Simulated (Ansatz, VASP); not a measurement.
**WC in VASP and in Ansatz**

```xyz
2
Lattice="2.8109 0.0000 0.0000 -1.4055 2.4343 0.0000 0.0000 0.0000 4.0855" Properties=species:S:1:pos:R:3 pbc="T T T"
W     0.0000    0.0000    2.0428
C     0.0000    0.0000    0.0000
```

Alike in both runs: task single point; functional PBE; k mesh 24 × 24 × 14; occupations gaussian, width 0.1 eV; no spin polarisation.

|  | VASP | Ansatz |
| --- | --- | --- |
| version | VASP 6.6.1 | Ansatz 0.2.0 |
| potentials or method | VASP PAW PBE potentials, release 64 (W_sv, C), cutoff 520 eV | scalar-relativistic, plane waves, PAW |
| valence electrons in the cell | 18 | 18 |

|  | VASP | Ansatz | Ansatz less VASP |
| --- | --- | --- | --- |
| gap on the k mesh at the Fermi level (eV) | none | none | - |
| pressure (GPa) | 0.3 | 0.0 | -0.35 |
| traceless stress, the component that is largest in VASP (GPa) | 0.38 | 0.03 | -0.350 |

A gap of «none» marks a metal or a gap that the smearing closes. The functional is the same, so the differences come from potentials, cutoffs and numerics.

Neither program's run includes spin-orbit coupling.
